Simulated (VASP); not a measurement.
Write the native input for VASP 6.6.1 that does the following.

```yaml
Task: single point
Functional: PBEsol
Potentials_or_basis: VASP PAW PBE potentials, release 64 (Al)
Cutoff: 520 eV
k_mesh: 20 × 20 × 20
Occupations: gaussian, width 0.15 eV
Spin: no spin polarisation
Dipole_correction: no
Further_INCAR_settings: ALGO = Normal; EDIFF = 1e-06; NBANDS = 8
```

The structure of Al lies in POSCAR:

```
Al
1.0
    0.0000000000      2.0543397000      1.9632606000
    2.0543397000      0.0000000000      1.9632606000
    2.0543397000      2.0543397000      0.0000000000
Al
1
Direct
    0.0000000000      0.0000000000      0.0000000000
```

This cell differs from its parent crystal: strain +0.015 along x and y, -0.030 along z.

One way to write it, as run:

INCAR

```
PREC = Accurate ; ENCUT = 520
EDIFF = 1E-6 ; ISMEAR = 0
SIGMA = 0.15 ; LREAL = False
LASPH = True ; NELM = 80
ALGO = Normal ; ISIF = 2
LWAVE = False ; LCHARG = False
GGA = PS ; NBANDS = 8
```

KPOINTS

```
Automatic mesh
0
Gamma
  20 20 20
```

Potentials or basis: VASP PAW PBE potentials, release 64 (Al).

The run is started by

```sh
$ cat potpaw_PBE.64/Al/POTCAR > POTCAR
$ mpirun -np 1 vasp_std > vasp.out
```

Results of the run:

```yaml
Pressure: -1.7 GPa
```

Caveat: the cell differs from its parent crystal (strain +0.015 along x and y, -0.030 along z); the PAW data sets were made with another functional, which shifts forces and pressure a little.

Run time: 38 s on 1 thread of Intel(R) Xeon(R) Platinum 8259CL CPU @ 2.50GHz (Skylake/Cascade Lake), on a shared host, peak memory 0.18 GiB.
